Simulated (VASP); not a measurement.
Wanted: the native input for a VASP 6.6.1 run.

```
Task                   : relaxation of shape and atoms at fixed volume
Functional             : PBE
Potentials or basis    : VASP PAW PBE potentials, release 64 (Be, Zn, Se)
Cutoff                 : 600 eV
k mesh                 : 10 × 10 × 10
Occupations            : gaussian, width 0.02 eV
Spin                   : no spin polarisation
Dipole correction      : no
Further INCAR settings : ALGO = Normal; EDIFF = 1e-06; IBRION = 2; EDIFFG = -0.01; NSW = 50; ISIF = 4
```

The structure of BeZn2Se3 lies in POSCAR:

```
BeZn2Se3
1.0
   -1.9328946238      1.9328946238      8.3199256322
    1.9328946238     -1.9328946238      8.3199256322
    1.9328946238      1.9328946238     -8.3199256322
Be Zn Se
1 2 3
Direct
    0.0000000000      0.0000000000      0.0000000000
    0.6613612230      0.6613612230      0.0000000000
    0.3386387770      0.3386387770      0.0000000000
    0.4280960723      0.9280960723      0.5000000000
    0.0719039277      0.5719039277      0.5000000000
    0.7500000000      0.2500000000      0.5000000000
```

The input as run:

INCAR

```
PREC = Accurate
ENCUT = 600
EDIFF = 1E-6
ISMEAR = 0
SIGMA = 0.02
LREAL = False
LASPH = True
NELM = 100
ALGO = Normal
ISIF = 4
LWAVE = False
LCHARG = False
GGA = PE
IBRION = 2
NSW = 50
EDIFFG = -0.01
```

KPOINTS

```
regular mesh
0
Gamma
  10 10 10
```

Potentials or basis: VASP PAW PBE potentials, release 64 (Be, Zn, Se).

The run is started by

```sh
$ cat potpaw_PBE.64/Be/POTCAR potpaw_PBE.64/Zn/POTCAR potpaw_PBE.64/Se/POTCAR > POTCAR
$ mpirun -np 1 vasp_std > vasp.out
```

It gave:

* Energy gained by relaxing: 0.0 meV/atom
* Ionic steps: 4
* Pressure after relaxing: 2.2 GPa
* Largest force after relaxing: 0.008 eV/Å
* Band gap on the k mesh: 1.97 eV

Run time: 86 min on 1 thread of Oxide Virtual Turin-like Processor (shared host), peak memory 1 GiB.
